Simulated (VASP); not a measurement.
Si (a cell with a defect), 31 atoms in the cell. The cell holds a defect, 31 atoms: a = 9.412 Å, b = 9.412 Å, c = 9.412 Å, α = 109.47°, β = 109.47°, γ = 109.47°.  This cell differs from its parent crystal: atoms taken out, then relaxed in part.

| Item | Value |
| --- | --- |
| Program | VASP 6.6.1 |
| Task | single point |
| Functional | PBEsol |
| Potentials or basis | VASP PAW PBE potentials, release 64 (Si) |
| Cutoff | 520 eV |
| k mesh | 3 × 3 × 3 |
| Occupations | gaussian, width 0.02 eV |
| Spin | collinear spin |
| Starting moments | [0.0, 0.0, 0.0, 0.0, 0.0, 0.0, 0.0, 0.0, 0.0, 0.0, 0.0, 0.0, 0.0, 0.0, 0.0, 0.5, 0.0, 0.0, 0.0, 0.0, 0.0, 0.5, 0.0, 0.5, 0.0, 0.0, 0.0, 0.5, 0.0, 0.0, 0.0] μB |
| Dipole correction | no |
| Charge | -2 |
| Further INCAR settings | LREAL = Auto; ALGO = Fast; EDIFF = 1e-06; NBANDS = 87; NELECT = 126.0 |

Potentials or basis: VASP PAW PBE potentials, release 64 (Si).

Launch:

```console
$ cat potpaw_PBE.64/Si/POTCAR > POTCAR
$ mpirun -np 1 vasp_std > vasp.out
```

Hardware: 1 thread of Oxide Virtual Turin-like Processor, on a shared host.

Problem. Estimate the wall time of this run.

Solution. It took 18 min on 1 thread of Oxide Virtual Turin-like Processor (shared host), peak memory 1 GiB. Counts: scf iterations 16, k points 4.
